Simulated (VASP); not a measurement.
AlN: single point with HSE06

AlN:

```xyz
4
Lattice="3.1138 0.0000 0.0000 -1.5569 2.6967 0.0000 0.0000 0.0000 4.9836" Properties=species:S:1:pos:R:3 pbc="T T T"
Al    0.0000    1.7978   -0.0174
Al    1.5569    0.8989    2.4744
N     0.0000    1.7978    1.8863
N     1.5569    0.8989    4.3780
```

| Property | Result |
| --- | --- |
| Program | VASP 6.6.1 |
| Task | single point |
| Functional | HSE06 |
| Potentials or basis | VASP PAW PBE potentials, release 64 (Al, N) |
| Cutoff | 520 eV |
| k mesh | 6 × 6 × 4 |
| Occupations | gaussian, width 0.01 eV |
| Spin | no spin polarisation |

- Pressure: -2.0 GPa
- Largest force: 0.006 eV/Å
- Band gap on the k mesh: 5.53 eV

Forces in eV/Å, atoms in the order of the input:
```
Al   0.000  0.000  0.006
Al   0.000  0.000  0.006
N    0.000  0.000 -0.006
N    0.000  0.000 -0.006
```

Stress tensor (GPa, compression positive):
```
-2.05  0.00  0.00
 0.00 -2.05  0.00
 0.00  0.00 -1.85
```

Levels at points of the mesh, in eV from the valence-band top:
```tsv
k point	band 5	band 6	band 7	band 8	band 9	band 10	band 11	band 12
(0.00, 0.00, 0.00)	-0.97	-0.24	-0.24	0.00	5.53	8.09	12.44	12.73
(0.50, 0.00, 0.00)	-3.64	-2.31	-1.90	-0.78	7.15	7.16	9.69	12.04
(0.00, 0.00, 0.50)	-0.62	-0.62	-0.62	-0.62	7.91	7.91	11.97	11.97
(0.50, 0.00, 0.50)	-1.62	-1.62	-1.49	-1.49	6.63	6.63	10.76	10.76
```

Wall time 34 min on 1 thread of Intel(R) Xeon(R) Platinum 8375C CPU @ 2.90GHz (Ice Lake) (shared host), peak memory 0.26 GiB.

Caveat: the PAW data sets were made with another functional, which shifts forces and pressure a little.
